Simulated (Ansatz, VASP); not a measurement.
**Two plane-wave programs on Si**

The input INCAR:

```
SYSTEM = Si
ALGO     = Normal         ! electronic algorithm
EDIFF    = 1E-6           ! SCF threshold, eV
ENCUT    = 520            ! plane-wave cutoff, eV
GGA      = CA             ! functional
ISIF     = 2              ! what is computed and relaxed
ISMEAR   = 0              ! smearing method
LASPH    = .TRUE.         ! aspherical terms in the spheres
LCHARG   = .FALSE.        ! write CHGCAR
LREAL    = .FALSE.        ! projectors in reciprocal space
LWAVE    = .FALSE.        ! write WAVECAR
NBANDS   = 11             ! bands
NELM     = 80             ! most SCF steps
PREC     = Accurate       ! precision mode
SIGMA    = 0.15           ! smearing width, eV
```

Contents of KPOINTS:

```
k-points
0
G
  24 24 14
  0 0 0
```

Contents of POSCAR:

```
Si
1.0
    2.7305986868      0.0000000000      0.0000000000
   -1.3652993434      2.3647678303      0.0000000000
    0.0000000000      0.0000000000      4.4736162773
Si
2
Direct
    0.3333333333      0.6666666667      0.2500000000
    0.6666666667      0.3333333333      0.7500000000
```

Input for Ansatz:

```yaml
crystal:
  lattice:
    - [2.7305986868, 0.0, 0.0]
    - [-1.3652993434, 2.3647678303, 0.0]
    - [0.0, 0.0, 4.4736162773]
  atoms:
    - { symbol: Si, position: [0.3333333333, 0.6666666667, 0.25] }
    - { symbol: Si, position: [0.6666666667, 0.3333333333, 0.75] }
basis:
  ecutwfc: 420
kpoints:
  mp_grid: { grid: [24, 24, 14] }
hamiltonian:
  xc: lda
scf:
  occupations: { method: gaussian, width: 0.15 }
output:
  forces: true
  stress: true
  eigenvalues: true
```

Change from the starting cell: strain +0.030 along x and y, -0.015 along z, atoms carried along.

Alike in both runs: task single point; functional LDA; k mesh 24 × 24 × 14; occupations gaussian, width 0.15 eV; no spin polarisation.

|  | VASP | Ansatz |
| --- | --- | --- |
| version | VASP 6.6.1 | Ansatz 0.2.0 |
| potentials or method | VASP PAW LDA potentials, release 64 (Si), cutoff 520 eV | scalar-relativistic, plane waves, PAW |
| valence electrons in the cell | 8 | 8 |

VASP gave:

| Quantity | Value |
| --- | --- |
| gap on the k mesh at the Fermi level (eV) | none |
| pressure (GPa) | -3.8 |
| traceless stress, the component that is largest in VASP (GPa) | 0.91 |

Q: What did Ansatz give for the same quantities?

A: gap on the k mesh at the Fermi level (eV): none; pressure (GPa): -3.8; traceless stress, the component that is largest in VASP (GPa): 0.90.

LDA's correlation is that of Perdew and Zunger in VASP and of Perdew and Wang (1992) in Ansatz. A gap of «none» marks a metal or a gap that the smearing closes.
